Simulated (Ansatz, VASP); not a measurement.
One calculation of TiO2, two programs

```
CELL_PARAMETERS angstrom
4.41347 0.00000 0.00000
0.00000 4.41347 0.00000
0.00000 0.00000 3.23231
ATOMIC_POSITIONS crystal
Ti 0.00000 0.00000 0.00000
Ti 0.50000 0.50000 0.50000
O 0.30514 0.30514 0.00000
O 0.19486 0.80514 0.50000
O 0.69486 0.69486 0.00000
O 0.80514 0.19486 0.50000
```

Change from the starting cell: strain -0.040 along x and y, +0.080 along z, atoms carried along.

Alike in both runs: task single point; functional r2SCAN; k mesh 6 × 6 × 8; occupations gaussian, width 0.05 eV; no spin polarisation; Hubbard terms Ti d U = 4.0 eV.

|  | VASP | Ansatz |
| --- | --- | --- |
| version | VASP 6.6.1 | Ansatz 0.2.0 |
| potentials or method | VASP PAW PBE potentials, release 64 (Ti_sv, O), cutoff 520 eV | scalar-relativistic, plane waves, PAW |
| valence electrons in the cell | 48 | 48 |

```tsv
	VASP	Ansatz	Ansatz less VASP
gap on the k mesh at the Fermi level (eV)	2.86	2.85	-0.004
least direct gap on the mesh (eV)	2.86	2.88	+0.018
pressure (GPa)	3.0	-1.5	-4.48
traceless stress, the component that is largest in VASP (GPa)	-19.80	-19.38	+0.419
rms of the force components (eV/Å)	0.110	0.082	-0.0288
```

VASP's potentials were made for PBE, not for r2SCAN. The programs project onto different local orbitals, so the same U acts differently, and such runs can settle in different states. Atom by atom the forces differ by 0.029 eV/Å (rms over components).
